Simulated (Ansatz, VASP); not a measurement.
**Sn: VASP beside Ansatz**

INCAR

```
SYSTEM = Sn
  PREC = Accurate
  ENCUT = 520
  EDIFF = 1E-6
  ISMEAR = 0
  SIGMA = 0.15
  LREAL = .False.
  LASPH = .True.
  NELM = 100
  ALGO = Fast
  ISIF = 2
  LWAVE = .False.
  LCHARG = .True.
  GGA = PE
  LELF = .True.
  LVHAR = .True.
  NBANDS = 21
```

File KPOINTS:

```
Automatic mesh
0
Gamma
  14 14 14
  0 0 0
```

The input POSCAR:

```
Sn
1.0
    0.0000000000      2.8916464441      4.0887880720
    2.8916464441      0.0000000000      4.0887880720
    2.8916464441      2.8916464441      0.0000000000
Sn
2
Direct
    0.5000000000      0.5000000000      0.5000000000
    0.7500000000      0.7500000000      0.7500000000
```

Input for Ansatz:

```yaml
crystal:
  lattice:
    - [0.0, 2.8916464441, 4.088788072]
    - [2.8916464441, 0.0, 4.088788072]
    - [2.8916464441, 2.8916464441, 0.0]
  atoms:
    - { symbol: Sn, position: [0.5, 0.5, 0.5] }
    - { symbol: Sn, position: [0.75, 0.75, 0.75] }
basis:
  ecutwfc: 420
kpoints:
  mp_grid: { grid: [14, 14, 14] }
hamiltonian:
  xc: pbe
scf:
  occupations: { method: gaussian, width: 0.15 }
output:
  forces: true
  stress: true
  eigenvalues: true
```

Alike in both runs: task single point; functional PBE; k mesh 14 × 14 × 14; occupations gaussian, width 0.15 eV; no spin polarisation.

|  | VASP | Ansatz |
| --- | --- | --- |
| version | VASP 6.6.1 | Ansatz 0.2.0 |
| potentials or method | VASP PAW PBE potentials, release 64 (Sn_d), cutoff 520 eV | scalar-relativistic, plane waves, PAW |
| valence electrons in the cell | 28 | 28 |

|  | VASP | Ansatz | Ansatz less VASP |
| --- | --- | --- | --- |
| gap on the k mesh at the Fermi level (eV) | none | none | - |
| pressure (GPa) | 2.4 | 2.4 | +0.05 |
| traceless stress, the component that is largest in VASP (GPa) | -3.81 | -3.81 | -0.006 |

A gap of «none» marks a metal or a gap that the smearing closes. With one functional, cell and mesh, what is left measures potentials, basis and numerics.
